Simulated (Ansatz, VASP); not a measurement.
# Two plane-wave programs on NaBe2

Contents of INCAR:

```
ALGO     = Normal         # electronic algorithm
EDIFF    = 1E-6           # SCF threshold, eV
EDIFFG   = -0.04          # ionic threshold
ENCUT    = 600            # plane-wave cutoff, eV
GGA      = PE             # functional
IBRION   = 2              # ionic algorithm
ISIF     = 3              # what is computed and relaxed
ISMEAR   = 0              # smearing method
LASPH    = True           # aspherical terms in the spheres
LCHARG   = False          # write CHGCAR
LREAL    = False          # projectors in reciprocal space
LWAVE    = False          # write WAVECAR
NELM     = 80             # most SCF steps
NSW      = 90             # ionic steps
PREC     = Accurate       # precision mode
SIGMA    = 0.1            # smearing width, eV
```

KPOINTS

```
k-points
0
Gamma
  6 6 6
```

File POSCAR:

```
NaBe2
1.0
    3.1292961000      0.0000000000      0.0000000000
   -1.5646480500      2.7100499200      0.0000000000
    0.0000000000      0.0000000000      3.4754568700
Na Be
1 2
Direct
    0.0000000000      0.0000000000      0.0000000000
    0.3333333300      0.6666666700      0.5000000000
    0.6666666700      0.3333333300      0.5000000000
```

Input for Ansatz:

```yaml
crystal:
  lattice:
    - [3.1292961, 0.0, 0.0]
    - [-1.56464805, 2.71004992, 0.0]
    - [0.0, 0.0, 3.47545687]
  atoms:
    - { symbol: Na, position: [0.0, 0.0, 0.0] }
    - { symbol: Be, position: [0.33333333, 0.66666667, 0.5] }
    - { symbol: Be, position: [0.66666667, 0.33333333, 0.5] }
basis:
  ecutwfc: 420
kpoints:
  mp_grid: { grid: [6, 6, 6] }
hamiltonian:
  xc: pbe
scf:
  occupations: { method: gaussian, width: 0.1 }
  lower_state_search: "off"
output:
  forces: true
  stress: true
  eigenvalues: true
relax:
  adjacent_minimum: "off"
  f_tol: 0.04
  max_steps: 70
  cell: { stress_tol: 0.4 }
```

Change from the starting cell: species swapped into the HfB2 type (P6/mmm, No. 191).

Alike in both runs: task relaxation of cell and atoms; functional PBE; k mesh 6 × 6 × 6; occupations gaussian, width 0.1 eV; no spin polarisation.

|  | VASP | Ansatz |
| --- | --- | --- |
| version | VASP 6.6.1 | Ansatz 0.2.0 |
| potentials or method | VASP PAW PBE potentials, release 64 (Na_pv, Be), cutoff 600 eV | scalar-relativistic, plane waves, PAW |
| valence electrons in the cell | 11 | 13 |

Ansatz gave:

| Quantity | Value |
| --- | --- |
| gap on the k mesh at the Fermi level, each at its own relaxed structure (eV) | none |
| relaxed volume (Å³/atom) | 16.68 |
| relaxed cell length with the largest relative difference (Å) | 3.729 |

What did VASP give for the same quantities?

gap on the k mesh at the Fermi level, each at its own relaxed structure (eV): none; relaxed volume (Å³/atom): 16.65; relaxed cell length with the largest relative difference (Å): 3.721.

A gap of «none» marks a metal or a gap that the smearing closes. VASP's potentials hold 11 valence electrons a cell and Ansatz's 13, so a difference there can come from the potentials and not from the codes.

The k mesh is coarse, so the values compare programs but aren't converged. Noted on VASP's run: the volume moved by over 15 % at a fixed basis, so the end points are rough.
